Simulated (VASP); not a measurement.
## Tl: single point with r2SCAN

Tl:

```
Tl
1.0
    -3.09914    3.09914    1.64382
     3.09914   -3.09914    1.64382
     3.09914    3.09914   -1.64382
Tl
2
Direct
  0.00000 0.00000 0.00000
  0.75000 0.25000 0.50000
```

- Program: VASP 6.6.1
- Task: single point
- Functional: r2SCAN
- Potentials or basis: VASP PAW PBE potentials, release 64 (Tl_d)
- Cutoff: 520 eV
- k mesh: 18 × 18 × 18
- Occupations: gaussian, width 0.1 eV
- Spin: no spin polarisation
- Dipole correction: no
- Further INCAR settings: ALGO = Normal; EDIFF = 1e-07; NBANDS = 20

- Pressure: 0.0 GPa
- Band gap on the k mesh: zero (bands 13 and 14 overlap by 5.69 eV)

Levels at points of the mesh, in eV from the Fermi level:
```csv
k point,band 9,band 10,band 11,band 12,band 13,band 14,band 15,band 16,band 17,band 18
"(0.00, 0.00, 0.00)",-11.83,-11.60,-10.16,-3.44,-0.34,-0.34,5.11,7.53,7.53,9.14
"(0.50, 0.00, 0.00)",-11.80,-11.68,-5.90,-4.28,-1.16,0.00,0.81,4.38,4.50,6.44
"(0.50, 0.50, 0.00)",-11.88,-11.88,-7.97,-7.97,2.51,2.51,2.76,2.76,7.93,7.93
"(0.50, 0.50, 0.50)",-11.99,-11.99,-6.64,-6.64,-3.09,-3.09,7.33,7.33,10.78,10.78
```

Wall time 28 min on 1 thread of AMD EPYC 9R45 96-Core Processor (Zen 5), with other jobs on the host, peak memory 0.56 GiB.

Caveat: the PAW data sets were made with another functional, which shifts forces and pressure a little; spin-orbit coupling is left out, which moves the levels of the heavy elements.
